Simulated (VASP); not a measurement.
Input of a VASP 6.6.1 run:

INCAR

```
SYSTEM = Si
PREC = Accurate
ENCUT = 520
EDIFF = 1E-7
ISMEAR = 0
SIGMA = 0.05
LREAL = .FALSE.
LASPH = .TRUE.
NELM = 100
ALGO = Normal
ISIF = 2
LWAVE = .FALSE.
LCHARG = .FALSE.
GGA = PE
ISYM = 0
NBANDS = 26
```

Contents of KPOINTS:

```
Automatic mesh
0
G
  10 10 3
  0 0 0
```

Contents of POSCAR:

```
Si
1.0
   -3.8510822046      0.0000000000      0.0000000000
   -1.9255411023     -3.3351350213      0.0000000000
   -1.9255411023     -1.1117116738     12.7293621948
Si
8
Direct
    0.0311779878      0.0311779878      0.9064660365
    0.1978446545      0.1978446545      0.4064660365
    0.6145113212      0.6145113212      0.1564660365
    0.4478446545      0.4478446545      0.6564660365
    0.3021553455      0.3021553455      0.0935339635
    0.1354886788      0.1354886788      0.5935339635
    0.5521553455      0.5521553455      0.3435339635
    0.3854886788      0.3854886788      0.8435339635
```

Potentials or basis: VASP PAW PBE potentials, release 64 (Si).

Command:

```bash
$ cat potpaw_PBE.64/Si/POTCAR > POTCAR
$ mpirun -np 1 vasp_std > vasp.out
```

Question: What does it give for the band gap on the k mesh?

Answer: Zero (bands 16 and 17 overlap by 0.67 eV).

Question: Predict the largest force.

Answer: 0.465 eV/Å.

Question: What does it give for the pressure?

Answer: -0.9 GPa.

Stress tensor (GPa, compression positive):
```
-1.54  0.00  0.00
 0.00 -1.54  0.00
 0.00  0.00  0.44
```

Caveat: semilocal functionals underestimate gaps, so a narrow gap can read as zero.
